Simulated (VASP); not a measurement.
# MgO in VASP: a series of runs

MgO is run at these levels: PBE; tasks: single point.

Everything below comes from runs of VASP 6.6.1. Logs are shortened: lines on timing, memory, paths and dates and some standing lists are left out, and cuts for length are marked.

## 1. The cell of the first run

It takes space group I4/mmm (No. 139, tetragonal). Conventional cell: a = 2.975 Å, b = 2.975 Å, c = 4.398 Å, α = 90.00°, β = 90.00°, γ = 90.00°. Mg (site symmetry 4/mmm) has 6 O at 2.10 to 2.20 Å within 2.8 Å. Within 2.8 Å of O (site symmetry 4/mmm) lie 6 Mg at 2.10 to 2.20 Å.

## 2. Single point, PBE (z stretched by +3 % at fixed volume)

INCAR reads:

```
SYSTEM = MgO
PREC = Accurate
ENCUT = 520
EDIFF = 1E-7
ISMEAR = -1
SIGMA = 0.01
LREAL = .False.
LASPH = .True.
NELM = 60
ALGO = Normal
ISIF = 2
LWAVE = .False.
LCHARG = .False.
GGA = PE
NBANDS = 11
```

KPOINTS reads:

```
Automatic mesh
0
Gamma
  11 11 11
  0 0 0
```

POSCAR reads:

```
MgO
1.0
    0.0000000000      2.1038258084      2.1992045000
    2.1038258084      0.0000000000      2.1992045000
    2.1038258084      2.1038258084      0.0000000000
Mg O
1 1
Direct
    0.0000000000      0.0000000000      0.0000000000
    0.5000000000      0.5000000000      0.5000000000
```

Potentials or basis: VASP PAW PBE potentials, release 64 (Mg, O).

Started as:

```
> cat potpaw_PBE.64/Mg/POTCAR potpaw_PBE.64/O/POTCAR > POTCAR
> mpirun -np 1 vasp_std > vasp.out
```

OUTCAR:

```text
SYSTEM = MgO
   PREC = Accurate
   ENCUT = 520
   EDIFF = 1E-7
   ISMEAR = -1
   LREAL = .False.
   LASPH = .True.
   NELM = 60
   ISIF = 2
   GGA = PE

 ion  position               nearest neighbor table
   1  0.000  0.000  0.000-   2 2.10   2 2.10   2 2.10   2 2.10   2 2.20   2 2.20
   2  0.500  0.500  0.500-   1 2.10   1 2.10   1 2.10   1 2.10   1 2.20   1 2.20

  LATTYP: Found a body centered tetragonal cell.
 ALAT       =     2.9752589911
 C/A-ratio  =     1.4783281096

  Lattice vectors:

 A1 = (  -2.1038258084,   0.0000000000,   2.1992045000)
 A2 = (   2.1038258084,   0.0000000000,   2.1992045000)
 A3 = (   0.0000000000,   2.1038258084,  -2.1992045000)

Analysis of symmetry for initial positions (statically):
=====================================================================
 Subroutine PRICEL returns:
 Original cell was already a primitive cell.

 Routine SETGRP: Setting up the symmetry group for a
 body centered tetragonal supercell.

 Subroutine GETGRP returns: Found 16 space group operations
 (whereof 16 operations were pure point group operations)
 out of a pool of 16 trial point group operations.

The static configuration has the point symmetry D_4h.

Analysis of symmetry for dynamics (positions and initial velocities):
=====================================================================
 Subroutine PRICEL returns:
 Original cell was already a primitive cell.

 Routine SETGRP: Setting up the symmetry group for a
 body centered tetragonal supercell.

 Subroutine GETGRP returns: Found 16 space group operations
 (whereof 16 operations were pure point group operations)
 out of a pool of 16 trial point group operations.

The dynamic configuration has the point symmetry D_4h.

 Subroutine INISYM returns: Found 16 space group operations
 (whereof 16 operations are pure point group operations),
 and found     1 'primitive' translations

----------------------------------------------------------------------------------------

                                     Primitive cell

  volume of cell :      19.4677

  direct lattice vectors                    reciprocal lattice vectors
     0.000000000  2.103825808  2.199204500    -0.237662262  0.237662262  0.227354937
     2.103825808  0.000000000  2.199204500     0.237662262 -0.237662262  0.227354937
     2.103825808  2.103825808  0.000000000     0.237662262  0.237662262 -0.227354937

  length of vectors
     3.043449271  3.043449271  2.975258991     0.405779458  0.405779458  0.405779458

  position of ions in fractional coordinates (direct lattice)
     0.000000000  0.000000000  0.000000000
     0.500000000  0.500000000  0.500000000

  ion indices of the primitive-cell ions
   primitive index   ion index
                 1           1
                 2           2

----------------------------------------------------------------------------------------

 KPOINTS: Automatic mesh

Automatic generation of k-mesh.
 Grid dimensions read from file:
 generate k-points for:   11   11   11

 Generating k-lattice:

  Cartesian coordinates                     Fractional coordinates (reciprocal lattice)
    -0.021605660  0.021605660  0.020668631     0.090909091  0.000000000  0.000000000
     0.021605660 -0.021605660  0.020668631     0.000000000  0.090909091  0.000000000
     0.021605660  0.021605660 -0.020668631     0.000000000  0.000000000  0.090909091

  Length of vectors
     0.036889042  0.036889042  0.036889042

  Shift w.r.t. Gamma in fractional coordinates (k-lattice)
     0.000000000  0.000000000  0.000000000

 Subroutine IBZKPT returns following result:
 ===========================================

 Found    126 irreducible k-points:

 Following reciprocal coordinates:
            Coordinates               Weight
  0.000000  0.000000  0.000000      1.000000
  0.090909 -0.000000  0.000000      8.000000
  0.181818  0.000000  0.000000      8.000000
  0.272727  0.000000  0.000000      8.000000
  0.363636  0.000000  0.000000      8.000000
  0.454545  0.000000  0.000000      8.000000
[... 16 lines left out ...]
 -0.272727  0.181818  0.000000      8.000000
 -0.181818  0.181818  0.000000      4.000000
 [... further k-points ...]
   k-points           NKPTS =    126   k-points in BZ     NKDIM =    126   number of bands    NBANDS=     11
   number of dos      NEDOS =    301   number of ions     NIONS =      2
   total plane-waves  NPLWV =  13824
   dimension x,y,z NGX =    24 NGY =   24 NGZ =   24
   dimension x,y,z NGXF=    48 NGYF=   48 NGZF=   48
   ions per type =               1   1
   NGX,Y,Z   is equivalent  to a cutoff of  13.11, 13.11, 13.41 a.u.
   NGXF,Y,Z  is equivalent  to a cutoff of  26.22, 26.22, 26.82 a.u.
 SYSTEM =  MgO
   PREC   = accura    normal or accurate (medium, high low for compatibility)
   ISTART =      0    job   : 0-new  1-cont  2-samecut
   ICHARG =      2    charge: 1-file 2-atom 10-const
   ISPIN  =      1    spin polarized calculation?
   LNONCOLLINEAR =      F non collinear calculations
   LSORBIT =      F    spin-orbit coupling
   LASPH  =      T    aspherical Exc in radial PAW
   ENCUT  =  520.0 eV  38.22 Ry    6.18 a.u.   5.66  5.66  5.53*2*pi/ulx,y,z
   NELM   =     60;   NELMIN=  2; NELMDL= -5     # of ELM steps
   EDIFF  = 0.1E-06   stopping-criterion for ELM
   LREAL  =      F    real-space projection
   EDIFFG = 0.1E-05   stopping-criterion for IOM
   NSW    =      0    number of steps for IOM
   IBRION =     -1    ionic relax: 0-MD 1-quasi-New 2-CG
   NFREE  =      0    steps in history (QN), initial steepest desc. (CG)
   ISIF   =      2    stress and relaxation
   ISYM   =      2    0-nonsym 1-usesym 2-fastsym
   POTIM  = 0.5000    time-step for ionic-motion
   TEBEG  =    0.0;   TEEND  =   0.0 temperature during run
   PSTRESS=    0.0 pullay stress
   NELECT =       8.0000    total number of electrons
   NUPDOWN=      -1.0000    fix difference up-down
   EMIN   =  10.00;   EMAX   =-10.00  energy-range for DOS
   EFERMI =   0.00;   METHOD = LEGACY
   ISMEAR =    -1;   SIGMA  =   0.01  broadening in eV -4-tet -1-fermi 0-gaus
   EFERMI_NEDOS =   21; number of points for ismear=-14 and -15
   IALGO  =     38    algorithm
   IMIX   =      4    mixing-type and parameters
     AMIX     =   0.40;   BMIX     =  1.00
     AMIX_MAG =   1.60;   BMIX_MAG =  1.00
  volume/ion in A,a.u.               =       9.73        65.69
  Fermi-wavevector in a.u.,A,eV,Ry     =   1.217119  2.300022 20.155386  1.481379
  Thomas-Fermi vector in A             =   2.352450
   LORBIT       =      0    0 simple, 1 ext, 2 COOP (PROOUT), +10 PAW based schemes
   GGA     = PE    functional components
   LHFCALC =     F    Hartree Fock is set to
   AEXX    =    0.0000 exact exchange contribution
   IVDW    =     0    specifies the selected vdW correction
   LEPSILON=     F    determine dielectric tensor
   LRPA    =     F    only Hartree local field effects (RPA)
 non-spin polarized calculation
  energy-cutoff  :      520.00
  volume of cell :       19.47
 maximum number of plane-waves:       544
   NGX = 11   NGY = 11   NGZ = 11

 number of electron       8.0000001 magnetization

 Free energy of the ion-electron system (eV)
  ---------------------------------------------------
  ext. energy  EPLUGINS =         0.00000000
  ---------------------------------------------------
  free energy    TOTEN  =       -11.89722427 eV

  energy without entropy =      -11.89722427  energy(sigma->0) =      -11.89722427

 E-fermi :   3.2007     XC(G=0): -10.8821

 val. band max:        2.9398369438   @ k =   0.0000   0.0000   0.0000
 cond. band min:       7.2073388661   @ k =   0.0000   0.0000   0.0000
 fundamental gap:      4.2675019223
 Fermi energy:         3.2007352920

 k-point     1 :       0.0000    0.0000    0.0000
  band No.  band energies     occupation
      1     -14.1791      2.00000
      2       2.8490      2.00000
      3       2.8490      2.00000
      4       2.9398      2.00000
      5       7.2073      0.00000
      6      18.1658      0.00000
      7      18.6236      0.00000
      8      18.6236      0.00000
      9      22.2849      0.00000
     10      23.3189      0.00000
     11      24.6989      0.00000

 k-point     2 :       0.0909   -0.0000    0.0000
  band No.  band energies     occupation
      1     -14.0975      2.00000
      2       2.3301      2.00000
      3       2.8034      2.00000
      4       2.8544      2.00000
      5       7.7438      0.00000
      6      17.3728      0.00000
      7      18.4993      0.00000
      8      18.8210      0.00000
      9      22.6779      0.00000
     10      23.6758      0.00000
     11      23.9198      0.00000

 k-point     3 :       0.1818    0.0000    0.0000
  band No.  band energies     occupation
      1     -13.8699      2.00000
      2       1.1980      2.00000
      3       2.6841      2.00000
      4       2.6971      2.00000
      5       8.8211      0.00000
      6      15.9262      0.00000
      7      18.8156      0.00000
      8      19.2818      0.00000
      9      22.0824      0.00000
     10      23.0462      0.00000
     11      24.5799      0.00000

 k-point     4 :       0.2727    0.0000    0.0000
  band No.  band energies     occupation
      1     -13.5498      2.00000
      2       0.0142      2.00000
      3       2.5031      2.00000
      4       2.5337      2.00000
      5       9.7996      0.00000
      6      15.0418      0.00000
      7      18.8337      0.00000
      8      19.5709      0.00000
      9      22.4212      0.00000
     10      23.0072      0.00000
     11      24.1189      0.00000
[... 239 lines left out ...]
 k-point    22 :      -0.3636    0.1818    0.0000
  band No.  band energies     occupation
      1     -12.9495      2.00000
      2      -1.0206      2.00000
      3       1.1978      2.00000
      4       2.2434      2.00000
      5      11.8060      0.00000
      6      14.5710      0.00000
      7      16.4763      0.00000
      8      19.9265      0.00000
      9      23.3659      0.00000
     10      24.1782      0.00000
     11      26.4050      0.00000

 k-point    23 :      -0.2727    0.1818    0.0000
  band No.  band energies     occupation
      1     -13.1520      2.00000
      2      -0.5994      2.00000
      3       1.4178      2.00000
      4       2.3923      2.00000
      5      11.4132      0.00000
      6      14.2803      0.00000
      7      17.1197      0.00000
      8      20.2263      0.00000
      9      22.3597      0.00000
     10      23.8279      0.00000
     11      26.3721      0.00000

 k-point    24 :      -0.1818    0.1818    0.0000
  band No.  band energies     occupation
      1     -13.4330      2.00000
      2      -0.0031      2.00000
      3       1.8736      2.00000
      4       2.5482      2.00000
      5      10.5046      0.00000
      6      14.5071      0.00000
      7      17.9518      0.00000
      8      20.8356      0.00000
      9      20.8425      0.00000
     10      23.6466      0.00000
     11      26.0644      0.00000

 [... further k-points ...]
[... 5 lines left out ...]
  --------------------------------------------------------------------------------------
  -------------------------------------------------------------------------------------
  Total        0.0480235      0.0480235     -0.7795142      0.0000000     -0.0000000      0.0000000
  in kB        3.9522924      3.9522924    -64.1533671      0.0000000     -0.0000000      0.0000000
  external PRESSURE =     -18.7495941 kB  Pullay stress =       0.0000000 kB

 VOLUME and BASIS-vectors are now :
 -----------------------------------------------------------------------------
  energy-cutoff  :      520.00
  volume of cell :       19.47
      direct lattice vectors                 reciprocal lattice vectors
     0.000000000  2.103825808  2.199204500    -0.237662262  0.237662262  0.227354937
     2.103825808  0.000000000  2.199204500     0.237662262 -0.237662262  0.227354937
     2.103825808  2.103825808  0.000000000     0.237662262  0.237662262 -0.227354937

 POSITION                                       TOTAL-FORCE (eV/Angst)
 -----------------------------------------------------------------------------------
      0.00000      0.00000      0.00000        -0.000000      0.000000      0.000000
      2.10383      2.10383      2.19920         0.000000     -0.000000      0.000000
 -----------------------------------------------------------------------------------
    total drift:                               -0.000000     -0.000000      0.000000

  FREE ENERGIE OF THE ION-ELECTRON SYSTEM (eV)
  ---------------------------------------------------
  free  energy   TOTEN  =       -11.8972242711 eV

  energy  without entropy=      -11.8972242711  energy(sigma->0) =      -11.89722427
```

Wall time 12 s (1 thread of Intel Xeon Platinum 8488C (Sapphire Rapids), shared host); peak memory 0.16 GiB.

What came out:

```
Free energy            : -11.8972 eV
Pressure               : -1.9 GPa
Band gap on the k mesh : 4.27 eV, direct
```

Levels at points of the mesh, in eV from the valence-band top:
```csv
k point,band 1,band 2,band 3,band 4,band 5,band 6,band 7,band 8,band 9
"(0.00, 0.00, 0.00)",-17.12,-0.09,-0.09,0.00,4.27,15.23,15.68,15.68,19.35
```

[end of part 1 of 2]
